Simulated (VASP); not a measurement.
Set up this calculation in VASP 6.6.1, as the native input.

```
Task                   : single point
Functional             : PBE
Potentials or basis    : VASP PAW PBE potentials, release 64 (Fe)
Cutoff                 : 520 eV
k mesh                 : 12 × 12 × 12
Occupations            : gaussian, width 0.15 eV
Spin                   : collinear spin, ferromagnetic start
Starting moments       : [2.44] μB
Dipole correction      : no
Further INCAR settings : ALGO = Fast; EDIFF = 1e-06; NBANDS = 14
```

The structure of Fe lies in POSCAR:

```
Fe
1.0
   -1.3705190301      1.3705190301      1.5914466978
    1.3705190301     -1.3705190301      1.5914466978
    1.3705190301      1.3705190301     -1.5914466978
Fe
1
Direct
    0.0000000000      0.0000000000      0.0000000000
```

This cell differs from its parent crystal: volume 11.957 Å^3 an atom, c/a of the conventional cell 1.1612.

The input as run:

INCAR

```
SYSTEM = Fe
ALGO = Fast
EDIFF = 1E-6
ENCUT = 520
GGA = PE
ISIF = 2
ISMEAR = 0
ISPIN = 2
LASPH = .TRUE.
LCHARG = .FALSE.
LMAXMIX = 4
LORBIT = 11
LREAL = .FALSE.
LWAVE = .FALSE.
MAGMOM = 2.44
NBANDS = 14
NELM = 150
PREC = Accurate
SIGMA = 0.15
```

KPOINTS

```
k-points
0
G
  12 12 12
  0 0 0
```

Potentials or basis: VASP PAW PBE potentials, release 64 (Fe).

The run is started by

```console
$ cat potpaw_PBE.64/Fe/POTCAR > POTCAR
$ mpirun -np 1 vasp_std > vasp.out
```

Results of the run:

```json
{
 "Pressure": "-6.3 GPa",
 "Net moment": "2.34 μB per cell",
 "Site moments": "Fe +2.34 μB",
 "Valence electrons inside the program's atomic spheres": "Fe 7.17"
}
```

Wall time 72 s on 1 thread of AMD EPYC 7R43 64-Core Processor (Zen 3) (shared host), peak memory 0.12 GiB.
